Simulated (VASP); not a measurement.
Input of a VASP 6.6.1 run:

File INCAR:

```
ALGO = Normal ; EDIFF = 1E-6
ENCUT = 500 ; GGA = PS
GGA_COMPAT = False ; ISIF = 2
ISMEAR = 1 ; LASPH = True
LCHARG = False ; LREAL = False
LWAVE = False ; NBANDS = 16
NELM = 120 ; PREC = Accurate
SIGMA = 0.05
```

KPOINTS

```
k-points
0
Gamma
  3 3 2
```

Contents of POSCAR:

```
Ir
1.0
    2.7513778900      0.0000000000      0.0000000000
   -1.3756889500      2.3827631500      0.0000000000
    0.0000000000      0.0000000000      4.4622900000
Ir
2
Direct
    0.6666666667      0.3333333333      0.7500000000
    0.3333333333      0.6666666667      0.2500000000
```

Potentials or basis: VASP PAW PBE potentials, release 64 (Ir).

Launch:

```sh
$ cat potpaw_PBE.64/Ir/POTCAR > POTCAR
$ mpirun -np 1 vasp_std > vasp.out
```

Task: Estimate the pressure.

Result: -1.4 GPa.

Task: Predict the band gap on the k mesh.

Result: Zero (band 9 reaches 9.98 eV, above the bottom of band 10 at 8.92 eV).

Stress tensor (GPa, compression positive):
```
 15.53   0.00   0.00
  0.00  15.53   0.00
  0.00   0.00 -35.16
```

Caveat: the k points lie up to 0.88 Å⁻¹ apart; the PAW data sets were made with another functional, which shifts forces and pressure a little; spin-orbit coupling is left out, which moves the levels of the heavy elements.
